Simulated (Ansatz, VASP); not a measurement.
# Mo in VASP and in Ansatz

```xyz
1
Lattice="-1.5659 1.5659 1.5659 1.5659 -1.5659 1.5659 1.5659 1.5659 -1.5659" Properties=species:S:1:pos:R:3 pbc="T T T"
Mo    0.0000    0.0000    0.0000
```

Alike in both runs: task relaxation of cell and atoms; functional PBEsol; k mesh 16 × 16 × 16; occupations gaussian, width 0.1 eV; no spin polarisation.

|  | VASP | Ansatz |
| --- | --- | --- |
| version | VASP 6.6.1 | Ansatz 0.2.0 |
| potentials or method | VASP PAW PBE potentials, release 64 (Mo_sv), cutoff 600 eV | scalar-relativistic, plane waves, PAW |
| valence electrons in the cell | 14 | 14 |

VASP gave:

- gap on the k mesh at the Fermi level, each at its own relaxed structure (eV): none
- relaxed volume (Å³/atom): 15.34
- relaxed cell length with the largest relative difference (Å): 2.711

Problem. Which values does Ansatz return?

Solution. gap on the k mesh at the Fermi level, each at its own relaxed structure (eV): none; relaxed volume (Å³/atom): 15.32; relaxed cell length with the largest relative difference (Å): 2.710.

VASP's potentials were made for PBE, not for PBEsol, and Ansatz warns of the same on its side. A gap of «none» marks a metal or a gap that the smearing closes.
